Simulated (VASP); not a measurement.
PbO, 2 atoms in the cell. It takes space group F-43m (No. 216, cubic). Conventional cell: a = 5.404 Å, b = 5.404 Å, c = 5.404 Å, α = 90.00°, β = 90.00°, γ = 90.00°. Pb (site symmetry -43m) has 4 O at 2.34 Å within 3.1 Å. Within 3.1 Å of O (site symmetry -43m) lie 4 Pb at 2.34 Å. 

* Program: VASP 6.6.1
* Task: single point
* Functional: PBEsol
* Potentials or basis: VASP PAW PBE potentials, release 64 (Pb_d, O)
* Cutoff: 520 eV
* k mesh: 4 × 4 × 4, shifted
* Occupations: gaussian, width 0.1 eV
* Spin: no spin polarisation
* Dipole correction: no
* Further INCAR settings: ALGO = Normal; EDIFF = 1e-06; NBANDS = 17; ISYM = 0

Potentials or basis: VASP PAW PBE potentials, release 64 (Pb_d, O).

Launch:

```console
$ cat potpaw_PBE.64/Pb_d/POTCAR potpaw_PBE.64/O/POTCAR > POTCAR
$ mpirun -np 1 vasp_std > vasp.out
```

Hardware: 1 thread of AMD EPYC 7R43 64-Core Processor (Zen 3), on a shared host.

Q: Estimate the wall time of this run.

A: Wall time 3 min on 1 thread of AMD EPYC 7R43 64-Core Processor (Zen 3), on a shared host, peak memory 0.25 GiB. Counts: scf iterations 14, k points 256.
